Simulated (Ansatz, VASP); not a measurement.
## Si: VASP beside Ansatz

```xyz
17
Lattice="0.0000 5.4300 5.4300 5.4300 0.0000 5.4300 5.4300 5.4300 0.0000" Properties=species:S:1:pos:R:3 pbc="T T T"
Si    0.0000   -0.0003    0.0000
Si    1.3530    1.3538    1.3533
Si    2.7127    2.7161    0.0335
Si    4.0751    4.0764    1.3523
Si    2.7137    0.0337    2.7148
Si    4.0758    1.3521    4.0763
Si    5.3932    2.7136    2.7134
Si    6.7638    4.0934    4.0925
Si    0.0335    2.7157    2.7134
Si    1.3523    4.0762    4.0753
Si    2.7117    5.3955    2.7119
Si    4.0884    6.7697    4.0888
Si    2.7127    2.7132    5.3942
Si    4.0911    4.0924    6.7656
Si    5.4236    5.4303    5.4255
Si    6.7619    6.7642    6.7628
Si    8.1387    8.1454    8.1406
```

Alike in both runs: functional LDA; k mesh 2 × 2 × 2; occupations gaussian, width 0.05 eV; no spin polarisation.

Ansatz relaxed the structure, and its values are those at the end. VASP's run is a single point on that final structure, the one shown.

```csv
,VASP,Ansatz
version,VASP 6.6.1,Ansatz 0.2.0
potentials or method,"VASP PAW LDA potentials, release 64 (Si), cutoff 520 eV","scalar-relativistic, plane waves, PAW"
valence electrons in the cell,68,68
```

```csv
,VASP,Ansatz,Ansatz less VASP
rms of the force components (eV/Å),0.012,0.012,+0.0007
```

Ansatz warns that its potentials were made for another functional, while VASP's fit it. LDA's correlation is that of Perdew and Zunger in VASP and of Perdew and Wang (1992) in Ansatz.

The k mesh is coarse, so the values compare programs but aren't converged.
